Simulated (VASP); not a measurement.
# MoS2 (Fm-3m) in VASP: a series of runs

Runs on MoS2. Level: r2SCAN+D3(BJ). Tasks: single point.

Program: VASP 6.6.1. These are calculated values, not measurements. Logs are shortened: lines on timing, memory, paths and dates and some standing lists are left out, and cuts for length are marked.

### 1 The cell of the first run

It takes space group Fm-3m (No. 225, cubic). The conventional cell has a = 5.848 Å, b = 5.848 Å, c = 5.848 Å, α = 90.00°, β = 90.00°, γ = 90.00°. Within 3.3 Å of Mo (site symmetry m-3m) lie 8 S at 2.53 Å. Within 3.3 Å of S (site symmetry -43m) lie 4 Mo at 2.53 Å and 6 S at 2.92 Å.

### 2 Single point, r2SCAN+D3(BJ)

Input file POSCAR:

```
MoS2
1.0
    0.0000000000      2.9239767527      2.9239767527
    2.9239767527      0.0000000000      2.9239767527
    2.9239767527      2.9239767527      0.0000000000
Mo S
1 2
Direct
    0.0000000000      0.0000000000      0.0000000000
    0.2500000000      0.2500000000      0.2500000000
    0.7500000000      0.7500000000      0.7500000000
```

Input file INCAR.step1:

```
SYSTEM = MoS2
PREC = Accurate
ENCUT = 520
ISMEAR = -1
SIGMA = 0.05
LREAL = .False.
LASPH = .True.
NELM = 100
NBANDS = 20
GGA = PE
ALGO = Normal
EDIFF = 1E-4
LWAVE = .True.
LCHARG = .False.
```

Input file INCAR.step2:

```
SYSTEM = MoS2
PREC = Accurate
ENCUT = 520
EDIFF = 1E-6
ISMEAR = -1
SIGMA = 0.05
LREAL = .False.
LASPH = .True.
NELM = 100
ALGO = Normal
ISIF = 2
LWAVE = .False.
LCHARG = .False.
METAGGA = R2SCAN
LMIXTAU = .True.
IVDW = 12
VDW_S6 = 1.0
VDW_S8 = 0.78981345
VDW_A1 = 0.49484001
VDW_A2 = 5.73083694
NBANDS = 20
ISTART = 1
```

Input file KPOINTS:

```
regular mesh
0
Gamma
  8 8 8
  0 0 0
```

Potentials or basis: VASP PAW PBE potentials, release 64 (Mo_sv, S).

Command:

```console
$ cat potpaw_PBE.64/Mo_sv/POTCAR potpaw_PBE.64/S/POTCAR > POTCAR
$ cp INCAR.step1 INCAR
$ mpirun -np 1 vasp_std > vasp.out
$ cp INCAR.step2 INCAR
$ mpirun -np 1 vasp_std > vasp.out
```

OUTCAR:

```text
SYSTEM = MoS2
   PREC = Accurate
   ENCUT = 520
   EDIFF = 1E-6
   ISMEAR = -1
   LREAL = .False.
   LASPH = .True.
   NELM = 100
   ISIF = 2
   METAGGA = R2SCAN
   IVDW = 12
   ISTART = 1
 IVDW          = 12

 ion  position               nearest neighbor table
   1  0.000  0.000  0.000-   3 2.53   3 2.53   3 2.53   2 2.53   3 2.53   2 2.53   2 2.53   2 2.53

   2  0.250  0.250  0.250-   1 2.53   1 2.53   1 2.53   1 2.53
   3  0.750  0.750  0.750-   1 2.53   1 2.53   1 2.53   1 2.53

  LATTYP: Found a face centered cubic cell.
 ALAT       =     5.8479535054

  Lattice vectors:

 A1 = (   0.0000000000,   2.9239767527,   2.9239767527)
 A2 = (   2.9239767527,   0.0000000000,   2.9239767527)
 A3 = (   2.9239767527,   2.9239767527,   0.0000000000)

Analysis of symmetry for initial positions (statically):
=====================================================================
 Subroutine PRICEL returns:
 Original cell was already a primitive cell.

 Routine SETGRP: Setting up the symmetry group for a
 face centered cubic supercell.

 Subroutine GETGRP returns: Found 48 space group operations
[... 9 lines left out ...]

 Routine SETGRP: Setting up the symmetry group for a
 face centered cubic supercell.

 Subroutine GETGRP returns: Found 48 space group operations
[... 11 lines left out ...]
                                     Primitive cell

  volume of cell :      49.9979

  direct lattice vectors                    reciprocal lattice vectors
     0.000000000  2.923976753  2.923976753    -0.170999992  0.170999992  0.170999992
     2.923976753  0.000000000  2.923976753     0.170999992 -0.170999992  0.170999992
     2.923976753  2.923976753  0.000000000     0.170999992  0.170999992 -0.170999992

  length of vectors
     4.135127580  4.135127580  4.135127580     0.296180673  0.296180673  0.296180673

  position of ions in fractional coordinates (direct lattice)
     0.000000000  0.000000000  0.000000000
     0.250000000  0.250000000  0.250000000
     0.750000000  0.750000000  0.750000000

  ion indices of the primitive-cell ions
   primitive index   ion index
                 1           1
                 2           2
                 3           3

----------------------------------------------------------------------------------------

 KPOINTS: regular mesh

Automatic generation of k-mesh.
 Grid dimensions read from file:
 generate k-points for:    8    8    8

 Generating k-lattice:

  Cartesian coordinates                     Fractional coordinates (reciprocal lattice)
    -0.021374999  0.021374999  0.021374999     0.125000000  0.000000000  0.000000000
     0.021374999 -0.021374999  0.021374999     0.000000000  0.125000000  0.000000000
     0.021374999  0.021374999 -0.021374999     0.000000000  0.000000000  0.125000000

  Length of vectors
     0.037022584  0.037022584  0.037022584

  Shift w.r.t. Gamma in fractional coordinates (k-lattice)
     0.000000000  0.000000000  0.000000000

 Subroutine IBZKPT returns following result:
 ===========================================

 Found     29 irreducible k-points:

 Following reciprocal coordinates:
            Coordinates               Weight
  0.000000  0.000000  0.000000      1.000000
  0.125000  0.000000  0.000000      8.000000
  0.250000  0.000000  0.000000      8.000000
  0.375000  0.000000  0.000000      8.000000
  0.500000  0.000000  0.000000      4.000000
  0.125000  0.125000  0.000000      6.000000
[... 16 lines left out ...]
  0.500000  0.250000  0.125000     48.000000
 -0.375000  0.250000  0.125000     24.000000
 [... further k-points ...]
   k-points           NKPTS =     29   k-points in BZ     NKDIM =     29   number of bands    NBANDS=     20
   number of dos      NEDOS =    301   number of ions     NIONS =      3
   total plane-waves  NPLWV =  32768
   dimension x,y,z NGX =    32 NGY =   32 NGZ =   32
   dimension x,y,z NGXF=    64 NGYF=   64 NGZF=   64
   ions per type =               1   2
   NGX,Y,Z   is equivalent  to a cutoff of  12.87, 12.87, 12.87 a.u.
   NGXF,Y,Z  is equivalent  to a cutoff of  25.73, 25.73, 25.73 a.u.
 SYSTEM =  MoS2
   PREC   = accura    normal or accurate (medium, high low for compatibility)
   ISTART =      1    job   : 0-new  1-cont  2-samecut
   ICHARG =      0    charge: 1-file 2-atom 10-const
   ISPIN  =      1    spin polarized calculation?
   LNONCOLLINEAR =      F non collinear calculations
   LSORBIT =      F    spin-orbit coupling
   LASPH  =      T    aspherical Exc in radial PAW
   ENCUT  =  520.0 eV  38.22 Ry    6.18 a.u.   7.69  7.69  7.69*2*pi/ulx,y,z
   NELM   =    100;   NELMIN=  2; NELMDL=  0     # of ELM steps
   EDIFF  = 0.1E-05   stopping-criterion for ELM
   LREAL  =      F    real-space projection
   EDIFFG = 0.1E-04   stopping-criterion for IOM
   NSW    =      0    number of steps for IOM
   IBRION =     -1    ionic relax: 0-MD 1-quasi-New 2-CG
   NFREE  =      0    steps in history (QN), initial steepest desc. (CG)
   ISIF   =      2    stress and relaxation
   ISYM   =      2    0-nonsym 1-usesym 2-fastsym
   POTIM  = 0.5000    time-step for ionic-motion
   TEBEG  =    0.0;   TEEND  =   0.0 temperature during run
   PSTRESS=    0.0 pullay stress
   NELECT =      26.0000    total number of electrons
   NUPDOWN=      -1.0000    fix difference up-down
   EMIN   =  10.00;   EMAX   =-10.00  energy-range for DOS
[... 5 lines left out ...]
     AMIX     =   0.40;   BMIX     =  1.00
     AMIX_MAG =   1.60;   BMIX_MAG =  1.00
  volume/ion in A,a.u.               =      16.67       112.47
  Fermi-wavevector in a.u.,A,eV,Ry     =   1.316483  2.487793 23.580643  1.733128
  Thomas-Fermi vector in A             =   2.446592
   LORBIT       =      0    0 simple, 1 ext, 2 COOP (PROOUT), +10 PAW based schemes
   METAGGA = R2SCAN    functional components
   LHFCALC =     F    Hartree Fock is set to
   AEXX    =    0.0000 exact exchange contribution
   IVDW    =    12    specifies the selected vdW correction
   LEPSILON=     F    determine dielectric tensor
   LRPA    =     F    only Hartree local field effects (RPA)
 non-spin polarized calculation
  energy-cutoff  :      520.00
  volume of cell :       50.00
 maximum number of plane-waves:      1365
   NGX = 15   NGY = 15   NGZ = 15

 number of electron      25.9999996 magnetization

 Free energy of the ion-electron system (eV)
  ---------------------------------------------------
  ext. energy  EPLUGINS =         0.00000000
  ---------------------------------------------------
  free energy    TOTEN  =       -42.61991318 eV

  energy without entropy =      -42.58204322  energy(sigma->0) =      -42.60097820

 E-fermi :   8.4715     XC(G=0): -12.0160

 val. band max:        8.4113795002   @ k =  -0.3750   0.3750   0.1250
 cond. band min:       8.4740136907   @ k =   0.5000   0.3750   0.1250
 fundamental gap:      0.0626341905
 Fermi energy:         8.4714556439

 k-point     1 :       0.0000    0.0000    0.0000
  band No.  band energies     occupation
      1     -54.5776      2.00000
      2     -27.9481      2.00000
      3     -27.9481      2.00000
      4     -27.9481      2.00000
      5      -7.7387      2.00000
      6      -2.8931      2.00000
[... 12 lines left out ...]
     19      13.9278      0.00000
     20      13.9278      0.00000

 k-point     2 :       0.1250    0.0000    0.0000
  band No.  band energies     occupation
      1     -54.5773      2.00000
      2     -27.9548      2.00000
      3     -27.9491      2.00000
      4     -27.9491      2.00000
      5      -7.5715      2.00000
      6      -3.2630      2.00000
[... 12 lines left out ...]
     19      14.6932      0.00000
     20      15.1441      0.00000

 k-point     3 :       0.2500    0.0000    0.0000
  band No.  band energies     occupation
      1     -54.5767      2.00000
      2     -27.9707      2.00000
      3     -27.9514      2.00000
      4     -27.9514      2.00000
      5      -7.1066      2.00000
      6      -4.0212      2.00000
[... 12 lines left out ...]
     19      16.0370      0.00000
     20      16.0370      0.00000

 k-point     4 :       0.3750    0.0000    0.0000
  band No.  band energies     occupation
      1     -54.5761      2.00000
      2     -27.9866      2.00000
      3     -27.9537      2.00000
      4     -27.9537      2.00000
      5      -6.4552      2.00000
      6      -4.7988      2.00000
[... 12 lines left out ...]
     19      17.6352      0.00000
     20      17.6352      0.00000

 k-point     5 :       0.5000    0.0000    0.0000
  band No.  band energies     occupation
      1     -54.5758      2.00000
      2     -27.9931      2.00000
      3     -27.9546      2.00000
      4     -27.9546      2.00000
      5      -5.9402      2.00000
      6      -5.3306      2.00000
[... 12 lines left out ...]
     19      18.2563      0.00000
     20      18.6448      0.00000
[... 353 lines left out ...]
      6      -4.9599      2.00000
[... 12 lines left out ...]
     19      16.0914      0.00000
     20      18.1218      0.00000

 k-point    22 :       0.3750    0.2500    0.1250
  band No.  band energies     occupation
      1     -54.5762      2.00000
      2     -27.9754      2.00000
      3     -27.9592      2.00000
      4     -27.9541      2.00000
      5      -6.7274      2.00000
      6      -4.3876      2.00000
[... 12 lines left out ...]
     19      17.1685      0.00000
     20      17.6807      0.00000

 k-point    23 :       0.5000    0.2500    0.1250
  band No.  band energies     occupation
      1     -54.5757      2.00000
      2     -27.9838      2.00000
      3     -27.9648      2.00000
      4     -27.9567      2.00000
      5      -6.1478      2.00000
      6      -4.9215      2.00000
[... 12 lines left out ...]
     19      17.0770      0.00000
     20      18.4241      0.00000

 k-point    24 :      -0.3750    0.2500    0.1250
  band No.  band energies     occupation
      1     -54.5755      2.00000
      2     -27.9872      2.00000
      3     -27.9669      2.00000
      4     -27.9579      2.00000
      5      -5.6740      2.00000
      6      -5.3511      2.00000
[... 12 lines left out ...]
     19      16.2461      0.00000
     20      19.3371      0.00000

 [... further k-points ...]

------------------------ aborting loop because EDIFF is reached ----------------------------------------

 Edisp (eV)   -0.65225

 E8    (eV) :    -0.2049

  FORCE on cell =-STRESS in cart. coord.  units (eV):
  Direction    XX          YY          ZZ          XY          YZ          ZX
  --------------------------------------------------------------------------------------
  -------------------------------------------------------------------------------------
  Total      -0.18084    -0.18084    -0.18084     0.00000     0.00000    -0.00000
  in kB      -5.79504    -5.79504    -5.79504     0.00000     0.00000    -0.00000
  external pressure =       -5.80 kB  Pullay stress =        0.00 kB

 VOLUME and BASIS-vectors are now :
 -----------------------------------------------------------------------------
  energy-cutoff  :      520.00
  volume of cell :       50.00
      direct lattice vectors                 reciprocal lattice vectors
     0.000000000  2.923976753  2.923976753    -0.170999992  0.170999992  0.170999992
     2.923976753  0.000000000  2.923976753     0.170999992 -0.170999992  0.170999992
     2.923976753  2.923976753  0.000000000     0.170999992  0.170999992 -0.170999992

 POSITION                                       TOTAL-FORCE (eV/Angst)
 -----------------------------------------------------------------------------------
      0.00000      0.00000      0.00000         0.000000     -0.000000      0.000000
      1.46199      1.46199      1.46199         0.000000      0.000000      0.000000
      4.38597      4.38597      4.38597        -0.000000     -0.000000     -0.000000
 -----------------------------------------------------------------------------------
    total drift:                                0.000000     -0.000000      0.000000

  FREE ENERGIE OF THE ION-ELECTRON SYSTEM (eV)
  ---------------------------------------------------
  free  energy   TOTEN  =       -43.2721670647 eV

  energy  without entropy=      -43.2342971075  energy(sigma->0) =      -43.25323209
```

Wall time 66 s (1 thread of Intel Xeon Platinum 8488C (Sapphire Rapids), shared host); peak memory 0.2 GiB.

Results:

* Free energy: -43.2722 eV
* Pressure: -0.6 GPa
* Band gap on the k mesh: zero (band 13 reaches 8.91 eV, above the bottom of band 14 at 7.84 eV)
* Dispersion energy per atom: -0.217 eV

Caveat: three body term missing; the PAW data sets were made with another functional, which shifts forces and pressure a little; pairwise dispersion overbinds metals, which lowers pressure and volume.

### 3 Single point, r2SCAN+D3(BJ)

POSCAR is that of step 2.

Input file INCAR.step1:

```
  ALGO = Normal
  EDIFF = 1E-4
  ENCUT = 520
  GGA = PE
  ISMEAR = -1
  LASPH = True
  LCHARG = False
  LREAL = False
  LWAVE = True
  NBANDS = 20
  NELM = 80
  PREC = Accurate
  SIGMA = 0.05
```

Input file INCAR.step2:

```
  ALGO = Normal
  EDIFF = 1E-6
  ENCUT = 520
  ISIF = 2
  ISMEAR = -1
  ISTART = 1
  IVDW = 12
  LASPH = True
  LCHARG = False
  LMIXTAU = True
  LREAL = False
  LWAVE = False
  METAGGA = R2SCAN
  NBANDS = 20
  NELM = 80
  PREC = Accurate
  SIGMA = 0.05
  VDW_A1 = 0.49484001
  VDW_A2 = 5.73083694
  VDW_S6 = 1.0
  VDW_S8 = 0.78981345
```

Input file KPOINTS:

```
k-points
0
Gamma
  8 8 8
```

Potentials or basis: VASP PAW PBE potentials, release 64 (Mo_sv, S).

Command:

```console
$ cat potpaw_PBE.64/Mo_sv/POTCAR potpaw_PBE.64/S/POTCAR > POTCAR
$ cp INCAR.step1 INCAR
$ mpirun -np 1 vasp_std > vasp.out
$ cp INCAR.step2 INCAR
$ mpirun -np 1 vasp_std > vasp.out
```

Run time: 82 s. Hardware: 1 thread of Intel Xeon Platinum 8488C (Sapphire Rapids), shared host; peak memory 0.2 GiB.

The run converged. Its results:

```
Free energy                : -43.2722 eV
Pressure                   : -0.6 GPa
Band gap on the k mesh     : zero (band 13 reaches 8.91 eV, above the bottom of band 14 at 7.84 eV)
Dispersion energy per atom : -0.217 eV
```

Levels at points of the mesh, in eV from the Fermi level:
| k point | band 10 | band 11 | band 12 | band 13 | band 14 | band 15 | band 16 | band 17 |
| --- | --- | --- | --- | --- | --- | --- | --- | --- |
| (0.00, 0.00, 0.00) | -1.02 | -1.02 | -0.63 | -0.63 | -0.63 | 4.44 | 4.44 | 4.44 |
| (0.50, 0.00, 0.00) | -3.22 | -3.19 | -3.19 | -0.50 | -0.50 | 1.76 | 4.14 | 4.14 |
| (0.50, 0.50, 0.00) | -2.70 | -2.70 | -0.67 | 0.07 | 0.90 | 1.90 | 3.65 | 3.65 |

Caveat: three body term missing; the PAW data sets were made with another functional, which shifts forces and pressure a little; pairwise dispersion overbinds metals, which lowers pressure and volume.
